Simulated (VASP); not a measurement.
The system is Mg.

```
Mg
1.0
     3.17683    0.00000    0.00000
    -1.58841    2.75121    0.00000
     0.00000    0.00000   10.31886
Mg
4
Cartesian
  1.5884 0.9171 7.7391
  0.0000 0.0000 5.1594
  0.0000 1.8341 2.5797
  0.0000 0.0000 0.0000
```

```yaml
Program: VASP 6.6.1
Task: relaxation of cell and atoms
Functional: BLYP
Dispersion: D3(BJ)
Potentials_or_basis: VASP PAW PBE potentials, release 64 (Mg)
Cutoff: 600 eV
k_mesh: 10 × 10 × 3
Occupations: fermi-dirac, width 0.05 eV
Spin: no spin polarisation
```

At the start: pressure -3.0 GPa; volume 22.55 Å³/atom.

Task: How do energy, volume and symmetry change on relaxing?

Result: Over 6 steps the energy falls by 20.1 meV/atom and the volume is 20.62 Å³/atom (-8.5 %); space group P6_3/mmc (No. 194, to 0.1 Å) before and after.

The path:
| step | energy change (eV) | largest force (eV/Å) | pressure (GPa) | volume (Å³) |
| --- | --- | --- | --- | --- |
| 1 | 0.0000 | 0.0000 | -3.00 | 90.19 |
| 2 | -0.0722 | 0.0000 | -1.03 | 84.78 |
| 3 | -0.0800 | 0.0000 | -0.01 | 82.57 |
| 4 | -0.0800 | 0.0000 | 0.07 | 82.42 |
| 5 | -0.0803 | 0.0000 | 0.05 | 82.46 |
| 6 | -0.0804 | 0.0000 | 0.04 | 82.48 |

Final structure:
```yaml
crystal:
  lattice:
    - [3.06748, 0.00000, 0.00000]
    - [-1.53374, 2.65651, 0.00000]
    - [0.00000, 0.00000, 10.12189]
  atoms:
    - { symbol: Mg, position: [0.66667, 0.33333, 0.75000] }
    - { symbol: Mg, position: [0.00000, 0.00000, 0.50000] }
    - { symbol: Mg, position: [0.33333, 0.66667, 0.25000] }
    - { symbol: Mg, position: [0.00000, 0.00000, 0.00000] }
```

Caveat: the PAW data sets were made with another functional, which shifts forces and pressure a little.
